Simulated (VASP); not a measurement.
# Ru (P6_3/mmc) in VASP: a series of runs, part 2 of 2

VASP 6.6.1.

**4. Single point, LDA**

Contents of INCAR:

```
ALGO     = Normal         # electronic algorithm
EDIFF    = 1E-6           # SCF threshold, eV
ENCUT    = 520            # plane-wave cutoff, eV
GGA      = CA             # functional
ISIF     = 2              # what is computed and relaxed
ISMEAR   = -1             # smearing method
LASPH    = True           # aspherical terms in the spheres
LCHARG   = False          # write CHGCAR
LREAL    = False          # projectors in reciprocal space
LWAVE    = False          # write WAVECAR
NBANDS   = 21             # bands
NELM     = 100            # most SCF steps
PREC     = Accurate       # precision mode
SIGMA    = 0.1            # smearing width, eV
```

Contents of KPOINTS:

```
k-points
0
Gamma
  13 13 8
```

Contents of POSCAR:

```
Ru
1.0
    2.6775346364      0.0000000000      0.0000000000
   -1.3387673182      2.3188130146      0.0000000000
    0.0000000000      0.0000000000      4.2181251212
Ru
2
Direct
    0.3333333333      0.6666666667      0.2500000000
    0.6666666667      0.3333333333      0.7500000000
```

The run is started by

```
$ cat potpaw_LDA.64/Ru_pv/POTCAR > POTCAR
$ mpirun -np 1 vasp_std > vasp.out
```

It took 15 s on 1 thread of Intel Xeon 6975P-C (Granite Rapids), shared host; peak memory 0.16 GiB.

It converged, with:

```yaml
Free_energy: -21.4141 eV
Pressure: 1.0 GPa
Band_gap_on_the_k_mesh: zero (bands 14 and 15 overlap by 3.29 eV)
```

Stress tensor (GPa, compression positive):
```
0.95 0.00 0.00
0.00 0.95 0.00
0.00 0.00 1.04
```

Levels at points of the mesh, in eV from the Fermi level:
| k point | band 10 | band 11 | band 12 | band 13 | band 14 | band 15 | band 16 | band 17 | band 18 | band 19 |
| --- | --- | --- | --- | --- | --- | --- | --- | --- | --- | --- |
| (0.00, 0.00, 0.00) | -2.81 | -2.57 | -2.07 | -2.07 | -1.55 | -1.55 | 1.22 | 1.22 | 1.35 | 9.90 |
| (0.00, 0.00, 0.50) | -2.99 | -2.99 | -2.99 | -2.86 | -2.86 | 0.55 | 0.55 | 0.55 | 0.55 | 9.90 |

**5. Single point, LDA**

Contents of INCAR:

```
SYSTEM = Ru
  PREC = Accurate
  ENCUT = 520
  EDIFF = 1E-6
  ISMEAR = -1
  SIGMA = 0.1
  LREAL = .FALSE.
  LASPH = .TRUE.
  NELM = 60
  ALGO = Normal
  ISIF = 2
  LWAVE = .FALSE.
  LCHARG = .TRUE.
  GGA = CA
  LELF = .TRUE.
  LVHAR = .TRUE.
  NBANDS = 21
```

Contents of KPOINTS:

```
regular mesh
0
G
  13 13 8
  0 0 0
```

POSCAR is that of step 4.

Potentials or basis: VASP PAW LDA potentials, release 64 (Ru_pv).

The run is started by

```
$ cat potpaw_LDA.64/Ru_pv/POTCAR > POTCAR
$ mpirun -np 1 vasp_std > vasp.out
```

OUTCAR:

```text
SYSTEM = Ru
   PREC = Accurate
   ENCUT = 520
   EDIFF = 1E-6
   ISMEAR = -1
   LREAL = .FALSE.
   LASPH = .TRUE.
   NELM = 60
   ISIF = 2
   GGA = CA

 ion  position               nearest neighbor table
   1  0.333  0.667  0.250-   2 2.61   2 2.61   2 2.61   2 2.61   2 2.61   2 2.61
   2  0.667  0.333  0.750-   1 2.61   1 2.61   1 2.61   1 2.61   1 2.61   1 2.61

  LATTYP: Found a hexagonal cell.
 ALAT       =     2.6775346364
 C/A-ratio  =     1.5753764914

  Lattice vectors:

 A1 = (   2.6775346364,   0.0000000000,   0.0000000000)
 A2 = (  -1.3387673182,   2.3188130146,   0.0000000000)
 A3 = (   0.0000000000,   0.0000000000,   4.2181251212)

Analysis of symmetry for initial positions (statically):
=====================================================================
 Subroutine PRICEL returns:
 Original cell was already a primitive cell.

 Routine SETGRP: Setting up the symmetry group for a
 hexagonal supercell.

 Subroutine GETGRP returns: Found 24 space group operations
 (whereof 12 operations were pure point group operations)
[... 155 lines left out ...]

 number of electron      27.9999992 magnetization

 Free energy of the ion-electron system (eV)
  ---------------------------------------------------
  ext. energy  EPLUGINS =         0.00000000
  ---------------------------------------------------
  free energy    TOTEN  =       -21.41409800 eV

  energy without entropy =      -21.36254110  energy(sigma->0) =      -21.38831955

 E-fermi :  13.4123     XC(G=0): -14.6036

 val. band max:       13.3827663894   @ k =   0.4615   0.0769   0.2500
 cond. band min:      13.4230746431   @ k =   0.2308   0.0769   0.2500
 fundamental gap:      0.0403082537
 Fermi energy:        13.4122549321

 k-point     1 :       0.0000    0.0000    0.0000
  band No.  band energies     occupation
      1     -30.2428      2.00000
      2     -29.1718      2.00000
      3     -29.1718      2.00000
      4     -28.9740      2.00000
      5     -28.9740      2.00000
      6     -28.9218      2.00000
[... 565 lines left out ...]
     20      23.3152      0.00000
     21      24.8837      0.00000

 [... further k-points ...]
[... 5 lines left out ...]
  --------------------------------------------------------------------------------------
  -------------------------------------------------------------------------------------
  Total        0.1554988      0.1554988      0.1706866      0.0000000      0.0000000      0.0000000
  in kB        9.5129975      9.5129975     10.4421471      0.0000000      0.0000000      0.0000000
  external PRESSURE =       9.8227141 kB  Pullay stress =       0.0000000 kB

 VOLUME and BASIS-vectors are now :
 -----------------------------------------------------------------------------
  energy-cutoff  :      520.00
  volume of cell :       26.19
      direct lattice vectors                 reciprocal lattice vectors
     2.677534636  0.000000000  0.000000000     0.373477895  0.215627563  0.000000000
    -1.338767318  2.318813015  0.000000000     0.000000000  0.431255127  0.000000000
     0.000000000  0.000000000  4.218125121     0.000000000  0.000000000  0.237072152

 POSITION                                       TOTAL-FORCE (eV/Angst)
 -----------------------------------------------------------------------------------
     -0.00000      1.54588      1.05453        -0.000000      0.000000      0.000000
      1.33877      0.77294      3.16359         0.000000      0.000000      0.000000
 -----------------------------------------------------------------------------------
    total drift:                               -0.000000      0.000000     -0.000000

  FREE ENERGIE OF THE ION-ELECTRON SYSTEM (eV)
  ---------------------------------------------------
  free  energy   TOTEN  =       -21.4140980049 eV

  energy  without entropy=      -21.3625411024  energy(sigma->0) =      -21.38831955
```

stdout:

```text
POSCAR found type information on POSCAR Ru
 POSCAR found :  1 types and       2 ions
 scaLAPACK will be used
 LDA part: xc-table for (Slater(with rela. corr.)+CA(PZ))
 , standard interpolation
 POSCAR, INCAR and KPOINTS ok, starting setup
 FFT: planning ... GRIDC
 FFT: planning ... GRID_SOFT
 FFT: planning ... GRID
 WAVECAR not read
 entering main loop
```

Run time: 16 s. Hardware: 1 thread of Intel Xeon 6975P-C (Granite Rapids), shared host; peak memory 0.16 GiB.

Results:

```yaml
Free_energy: -21.4141 eV
Pressure: 1.0 GPa
Band_gap_on_the_k_mesh: zero (bands 14 and 15 overlap by 3.29 eV)
```

Stress tensor (GPa, compression positive):
```
0.95 0.00 0.00
0.00 0.95 0.00
0.00 0.00 1.04
```

**6. Single point, LDA**

Contents of INCAR:

```
SYSTEM = Ru
PREC     = Accurate       ! precision mode
ENCUT    = 520            ! plane-wave cutoff, eV
EDIFF    = 1E-6           ! SCF threshold, eV
ISMEAR   = -1             ! smearing method
SIGMA    = 0.1            ! smearing width, eV
LREAL    = .False.        ! projectors in reciprocal space
LASPH    = .True.         ! aspherical terms in the spheres
NELM     = 80             ! most SCF steps
ALGO     = Normal         ! electronic algorithm
ISIF     = 2              ! what is computed and relaxed
LWAVE    = .False.        ! write WAVECAR
LCHARG   = .False.        ! write CHGCAR
NBANDS   = 21             ! bands
```

Contents of KPOINTS:

```
Automatic mesh
0
Gamma
  13 13 8
  0 0 0
```

POSCAR is that of step 5.

Potentials or basis: VASP PAW LDA potentials, release 64 (Ru_pv).

The run is started by

```
$ cat potpaw_LDA.64/Ru_pv/POTCAR > POTCAR
$ mpirun -np 1 vasp_std > vasp.out
```

Run time: 15 s. Hardware: 1 thread of Intel Xeon 6975P-C (Granite Rapids), shared host; peak memory 0.15 GiB.

Results (log left out):

```yaml
Free_energy: -21.4141 eV
Pressure: 1.0 GPa
Band_gap_on_the_k_mesh: zero (bands 14 and 15 overlap by 3.29 eV)
```

Stress tensor (GPa, compression positive):
```
0.95 0.00 0.00
0.00 0.95 0.00
0.00 0.00 1.04
```

Levels at points of the mesh, in eV from the Fermi level:
| k point | band 11 | band 12 | band 13 | band 14 | band 15 | band 16 | band 17 | band 18 |
| --- | --- | --- | --- | --- | --- | --- | --- | --- |
| (0.00, 0.00, 0.00) | -2.57 | -2.07 | -2.07 | -1.55 | -1.55 | 1.22 | 1.22 | 1.35 |
| (0.00, 0.00, 0.50) | -2.99 | -2.99 | -2.86 | -2.86 | 0.55 | 0.55 | 0.55 | 0.55 |

**7. Overview**

| k mesh | gap on the mesh (eV) | pressure (GPa) |
| --- | --- | --- |
| 8 × 8 × 5 | none | 0.5 |
| 11 × 11 × 6 | none | 1.1 |
| 13 × 13 × 8 | none | 1.0 |

Alike in all rows: task single point; level LDA; potentials or basis VASP PAW LDA potentials, release 64 (Ru_pv); no spin polarisation; cell as given; cutoff (eV) 520; smearing fermi-dirac 0.1 eV.

Absolute energies hang on the potentials; compare differences alone.

The gap in the log of VASP goes by the Fermi energy; the results here count the filled bands.